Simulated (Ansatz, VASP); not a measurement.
**BaS: VASP beside Ansatz**

Contents of INCAR:

```
SYSTEM = BaS
ALGO     = Normal         ! electronic algorithm
EDIFF    = 1E-6           ! SCF threshold, eV
ENCUT    = 500            ! plane-wave cutoff, eV
GGA      = PE             ! functional
GGA_COMPAT= .FALSE.      
ISIF     = 2              ! what is computed and relaxed
ISMEAR   = 0              ! smearing method
LASPH    = .TRUE.         ! aspherical terms in the spheres
LCHARG   = .FALSE.        ! write CHGCAR
LREAL    = .FALSE.        ! projectors in reciprocal space
LWAVE    = .FALSE.        ! write WAVECAR
NBANDS   = 15             ! bands
NELM     = 120            ! most SCF steps
PREC     = Accurate       ! precision mode
SIGMA    = 0.026000000000000002 ! smearing width, eV
```

The input KPOINTS:

```
k-points
0
G
  7 7 7
  0 0 0
```

Contents of POSCAR:

```
BaS
1.0
    0.0000000000      3.1937500000      3.1937500000
    3.1937500000      0.0000000000      3.1937500000
    3.1937500000      3.1937500000      0.0000000000
Ba S
1 1
Direct
    0.0000000000      0.0000000000      0.0000000000
    0.5000000000      0.5000000000      0.5000000000
```

The input input.yaml:

```yaml
crystal:
  lattice:
    - [0.0, 3.19375, 3.19375]
    - [3.19375, 0.0, 3.19375]
    - [3.19375, 3.19375, 0.0]
  atoms:
    - { symbol: Ba, position: [0.0, 0.0, 0.0] }
    - { symbol: S, position: [0.5, 0.5, 0.5] }
kpoints:
  mp_grid: { grid: [7, 7, 7] }
scf:
  occupations: { method: gaussian, width: 0.026 }
hamiltonian:
  xc: pbe
  pseudopotentials: { kind: all_electron, lapw: { basis_error: 0.001 } }
output:
  forces: true
  stress: true
  eigenvalues: true
```

Alike in both runs: task single point; functional PBE; k mesh 7 × 7 × 7; occupations gaussian, width 0.026 eV; no spin polarisation.

|  | VASP | Ansatz |
| --- | --- | --- |
| version | VASP 6.6.1 | Ansatz 0.2.0 |
| potentials or method | VASP PAW PBE potentials, release 64 (Ba_sv, S), cutoff 500 eV | all-electron LAPW, scalar-relativistic |

Ansatz gave:

```
gap on the k mesh at the Fermi level (eV) : 2.26
least direct gap on the mesh (eV)         : 2.38
pressure (GPa)                            : 0.8
```

Which values does VASP return?

gap on the k mesh at the Fermi level (eV): 2.17; least direct gap on the mesh (eV): 2.31; pressure (GPa): 1.4.

Ansatz ran all-electron here, and VASP with PAW potentials.

Neither program's run includes spin-orbit coupling.
